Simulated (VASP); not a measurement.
Input of a VASP 6.6.1 run:

Contents of INCAR:

```
SYSTEM = TiO2
  PREC = Accurate
  ENCUT = 600
  EDIFF = 1E-6
  ISMEAR = 0
  SIGMA = 0.01
  LREAL = .FALSE.
  LASPH = .TRUE.
  NELM = 100
  ALGO = Normal
  ISIF = 3
  LWAVE = .FALSE.
  LCHARG = .FALSE.
  GGA = PE
  IBRION = 2
  NSW = 80
  EDIFFG = -0.05
  PSTRESS = 50.0
```

Contents of KPOINTS:

```
regular mesh
0
G
  4 4 6
  0 0 0
```

Contents of POSCAR:

```
TiO2
1.0
    4.5922000000      0.0000000000      0.0000000000
    0.0000000000      4.5922000000      0.0000000000
    0.0000000000      0.0000000000      2.9574000000
Ti O
2 4
Direct
    0.0000000000      0.0000000000      0.0000000000
    0.5000000000      0.5000000000      0.5000000000
    0.3049600000      0.3049600000      0.0000000000
    0.1950400000      0.8049600000      0.5000000000
    0.6950400000      0.6950400000      0.0000000000
    0.8049600000      0.1950400000      0.5000000000
```

Potentials or basis: VASP PAW PBE potentials, release 64 (Ti_sv, O).

The run is started by

```console
$ cat potpaw_PBE.64/Ti_sv/POTCAR potpaw_PBE.64/O/POTCAR > POTCAR
$ mpirun -np 1 vasp_std > vasp.out
```

**Question.** What does it give for the space group after relaxing (to 0.05 Å)?

**Answer.** P4_2/mnm (No. 136).

**Question.** Predict the band gap on the k mesh.

**Answer.** 1.84 eV, direct.

Stress tensor (GPa, compression positive):
```
4.84 0.00 0.00
0.00 4.84 0.00
0.00 0.00 4.27
```

Caveat: the cell is relaxed towards a set pressure, so the enthalpy falls and the energy may rise. PBE usually gives volumes a little too large and moduli too small.
